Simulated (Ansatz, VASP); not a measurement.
# One calculation of ZnSe, two programs

```
Zn Se
1.0
     0.00000    2.85380    2.85380
     2.85380    0.00000    2.85380
     2.85380    2.85380    0.00000
Zn Se
1 1
Cartesian
  0.0000 0.0000 0.0000
  1.4269 1.4269 1.4269
```

Alike in both runs: task single point; functional PBEsol; k mesh 8 × 8 × 8; occupations gaussian, width 0.05 eV; no spin polarisation.

```csv
,VASP,Ansatz
version,VASP 6.6.1,Ansatz 0.2.0
potentials or method,"VASP PAW PBE potentials, release 64 (Zn, Se), cutoff 520 eV","scalar-relativistic, plane waves, PAW"
valence electrons in the cell,18,28
```

```tsv
	VASP	Ansatz	Ansatz less VASP
gap on the k mesh at the Fermi level (eV)	1.09	1.09	-0.002
least direct gap on the mesh (eV)	1.09	1.09	-0.002
pressure (GPa)	-2.1	-2.3	-0.23
```

VASP's potentials were made for PBE, not for PBEsol. With one functional, cell and mesh, what is left measures potentials, basis and numerics. VASP's potentials hold 18 valence electrons a cell and Ansatz's 28, so a difference there can come from the potentials and not from the codes.
